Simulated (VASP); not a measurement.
# WC (rocksalt type) (Fm-3m) in VASP: single point with PBE

Aim: the single point of WC (rocksalt type) with PBE.

Everything below comes from runs of VASP 6.6.1. Logs are shortened: lines on timing, memory, paths and dates and some standing lists are left out, and cuts for length are marked.

## 1. The cell of the first run

Symmetry: Fm-3m, No. 225, cubic system. Conventional cell: a = 4.276 Å, b = 4.276 Å, c = 4.276 Å, α = 90.00°, β = 90.00°, γ = 90.00°. Within 2.8 Å of W (site symmetry m-3m) lie 6 C at 2.14 Å. C (site symmetry m-3m) has 6 W at 2.14 Å within 2.8 Å.

## 2. Single point, PBE

File INCAR:

```
  PREC = Accurate
  ENCUT = 520
  EDIFF = 1E-6
  ISMEAR = -1
  SIGMA = 0.1
  LREAL = F
  LASPH = T
  NELM = 100
  ALGO = Normal
  ISIF = 2
  LWAVE = F
  LCHARG = T
  GGA = PE
  LELF = T
  LVHAR = T
  NBANDS = 16
```

File KPOINTS:

```
Automatic mesh
0
Gamma
  16 16 16
```

File POSCAR:

```
WC
1.0
    0.0000000000      2.1378351578      2.1378351578
    2.1378351578      0.0000000000      2.1378351578
    2.1378351578      2.1378351578      0.0000000000
W C
1 1
Direct
    0.0000000000      0.0000000000      0.0000000000
    0.5000000000      0.5000000000      0.5000000000
```

Potentials or basis: VASP PAW PBE potentials, release 64 (W_sv, C).

Launch:

```bash
$ cat potpaw_PBE.64/W_sv/POTCAR potpaw_PBE.64/C/POTCAR > POTCAR
$ mpirun -np 1 vasp_std > vasp.out
```

OUTCAR:

```text
PREC = Accurate
   ENCUT = 520
   EDIFF = 1E-6
   ISMEAR = -1
   LREAL = F
   LASPH = T
   NELM = 100
   ISIF = 2
   GGA = PE

 ion  position               nearest neighbor table
   1  0.000  0.000  0.000-   2 2.14   2 2.14   2 2.14   2 2.14   2 2.14   2 2.14
   2  0.500  0.500  0.500-   1 2.14   1 2.14   1 2.14   1 2.14   1 2.14   1 2.14

  LATTYP: Found a face centered cubic cell.
 ALAT       =     4.2756703156

  Lattice vectors:

 A1 = (   0.0000000000,   2.1378351578,   2.1378351578)
 A2 = (   2.1378351578,   0.0000000000,   2.1378351578)
 A3 = (   2.1378351578,   2.1378351578,   0.0000000000)

Analysis of symmetry for initial positions (statically):
=====================================================================
 Subroutine PRICEL returns:
 Original cell was already a primitive cell.

 Routine SETGRP: Setting up the symmetry group for a
 face centered cubic supercell.

 Subroutine GETGRP returns: Found 48 space group operations
 (whereof 48 operations were pure point group operations)
 out of a pool of 48 trial point group operations.

The static configuration has the point symmetry O_h .

Analysis of symmetry for dynamics (positions and initial velocities):
=====================================================================
 Subroutine PRICEL returns:
 Original cell was already a primitive cell.

 Routine SETGRP: Setting up the symmetry group for a
 face centered cubic supercell.

 Subroutine GETGRP returns: Found 48 space group operations
 (whereof 48 operations were pure point group operations)
 out of a pool of 48 trial point group operations.

The dynamic configuration has the point symmetry O_h .

 Subroutine INISYM returns: Found 48 space group operations
 (whereof 48 operations are pure point group operations),
 and found     1 'primitive' translations

----------------------------------------------------------------------------------------

                                     Primitive cell

  volume of cell :      19.5413

  direct lattice vectors                    reciprocal lattice vectors
     0.000000000  2.137835158  2.137835158    -0.233881456  0.233881456  0.233881456
     2.137835158  0.000000000  2.137835158     0.233881456 -0.233881456  0.233881456
     2.137835158  2.137835158  0.000000000     0.233881456  0.233881456 -0.233881456

  length of vectors
[... 68 lines left out ...]
   dimension x,y,z NGXF=    48 NGYF=   48 NGZF=   48
   ions per type =               1   1
   NGX,Y,Z   is equivalent  to a cutoff of  13.20, 13.20, 13.20 a.u.
   NGXF,Y,Z  is equivalent  to a cutoff of  26.39, 26.39, 26.39 a.u.
 SYSTEM =  unknown system
   PREC   = accura    normal or accurate (medium, high low for compatibility)
   ISTART =      0    job   : 0-new  1-cont  2-samecut
   ICHARG =      2    charge: 1-file 2-atom 10-const
   ISPIN  =      1    spin polarized calculation?
   LNONCOLLINEAR =      F non collinear calculations
   LSORBIT =      F    spin-orbit coupling
   LASPH  =      T    aspherical Exc in radial PAW
   ENCUT  =  520.0 eV  38.22 Ry    6.18 a.u.   5.62  5.62  5.62*2*pi/ulx,y,z
   NELM   =    100;   NELMIN=  2; NELMDL= -5     # of ELM steps
   EDIFF  = 0.1E-05   stopping-criterion for ELM
   LREAL  =      F    real-space projection
   EDIFFG = 0.1E-04   stopping-criterion for IOM
   NSW    =      0    number of steps for IOM
   IBRION =     -1    ionic relax: 0-MD 1-quasi-New 2-CG
   NFREE  =      0    steps in history (QN), initial steepest desc. (CG)
   ISIF   =      2    stress and relaxation
   ISYM   =      2    0-nonsym 1-usesym 2-fastsym
   POTIM  = 0.5000    time-step for ionic-motion
   TEBEG  =    0.0;   TEEND  =   0.0 temperature during run
   PSTRESS=    0.0 pullay stress
   NELECT =      18.0000    total number of electrons
   NUPDOWN=      -1.0000    fix difference up-down
   EMIN   =  10.00;   EMAX   =-10.00  energy-range for DOS
   EFERMI =   0.00;   METHOD = LEGACY
   ISMEAR =    -1;   SIGMA  =   0.10  broadening in eV -4-tet -1-fermi 0-gaus
   EFERMI_NEDOS =   21; number of points for ismear=-14 and -15
   IALGO  =     38    algorithm
   IMIX   =      4    mixing-type and parameters
     AMIX     =   0.40;   BMIX     =  1.00
     AMIX_MAG =   1.60;   BMIX_MAG =  1.00
  volume/ion in A,a.u.               =       9.77        65.94
  Fermi-wavevector in a.u.,A,eV,Ry     =   1.592874  3.010096 34.521354  2.537248
  Thomas-Fermi vector in A             =   2.691192
   LORBIT       =      0    0 simple, 1 ext, 2 COOP (PROOUT), +10 PAW based schemes
   GGA     = PE    functional components
[... 5 lines left out ...]
 non-spin polarized calculation
  energy-cutoff  :      520.00
  volume of cell :       19.54
 maximum number of plane-waves:       544
   NGX = 11   NGY = 11   NGZ = 11

 number of electron      17.9999999 magnetization

 Free energy of the ion-electron system (eV)
  ---------------------------------------------------
  ext. energy  EPLUGINS =         0.00000000
  ---------------------------------------------------
  free energy    TOTEN  =       -21.42608699 eV

  energy without entropy =      -21.39628483  energy(sigma->0) =      -21.41118591

 E-fermi :  13.6102     XC(G=0): -14.1439

 val. band max:       13.5048841417   @ k =  -0.2500   0.3125   0.0625
 cond. band min:      13.6158937700   @ k =  -0.3125   0.3125   0.0000
 fundamental gap:      0.1110096283
 Fermi energy:        13.6102357309

 k-point     1 :       0.0000    0.0000    0.0000
  band No.  band energies     occupation
      1     -61.7943      2.00000
      2     -25.7776      2.00000
      3     -25.7776      2.00000
      4     -25.7776      2.00000
      5      -2.8849      2.00000
      6      10.5561      2.00000
[... 433 lines left out ...]
      3     -25.7990      2.00000
      4     -25.7802      2.00000
      5      -2.5634      2.00000
      6       9.7625      2.00000
[... 8 lines left out ...]
     15      23.9359      0.00000
     16      35.2444      0.00000

 [... further k-points ...]
[... 5 lines left out ...]
  --------------------------------------------------------------------------------------
  -------------------------------------------------------------------------------------
  Total        3.9375677      3.9375677      3.9375677     -0.0000000      0.0000000     -0.0000000
  in kB      322.8389839    322.8389839    322.8389839     -0.0000000      0.0000000     -0.0000000
  external PRESSURE =     322.8389839 kB  Pullay stress =       0.0000000 kB

 VOLUME and BASIS-vectors are now :
 -----------------------------------------------------------------------------
  energy-cutoff  :      520.00
  volume of cell :       19.54
      direct lattice vectors                 reciprocal lattice vectors
     0.000000000  2.137835158  2.137835158    -0.233881456  0.233881456  0.233881456
     2.137835158  0.000000000  2.137835158     0.233881456 -0.233881456  0.233881456
     2.137835158  2.137835158  0.000000000     0.233881456  0.233881456 -0.233881456

 POSITION                                       TOTAL-FORCE (eV/Angst)
 -----------------------------------------------------------------------------------
      0.00000      0.00000      0.00000        -0.000000     -0.000000     -0.000000
      2.13784      2.13784      2.13784         0.000000      0.000000      0.000000
 -----------------------------------------------------------------------------------
    total drift:                                0.000000     -0.000000     -0.000000

  FREE ENERGIE OF THE ION-ELECTRON SYSTEM (eV)
  ---------------------------------------------------
  free  energy   TOTEN  =       -21.4260869922 eV

  energy  without entropy=      -21.3962848297  energy(sigma->0) =      -21.41118591
```

stdout:

```text
POSCAR found type information on POSCAR W C
 POSCAR found :  2 types and       2 ions
 scaLAPACK will be used
 LDA part: xc-table for (Slater+PW92), standard interpolation
 POSCAR, INCAR and KPOINTS ok, starting setup
 FFT: planning ... GRIDC
 FFT: planning ... GRID_SOFT
 FFT: planning ... GRID
 WAVECAR not read
 entering main loop
```

Wall time 40 s (1 thread of Intel Xeon Platinum 8488C (Sapphire Rapids), shared host); peak memory 0.17 GiB.

Results:

* Free energy: -21.4261 eV
* Pressure: 32.3 GPa
* Band gap on the k mesh: zero (band 9 reaches 14.81 eV, above the bottom of band 10 at 11.32 eV)

Caveat: spin-orbit coupling is left out, which moves the levels of the heavy elements.
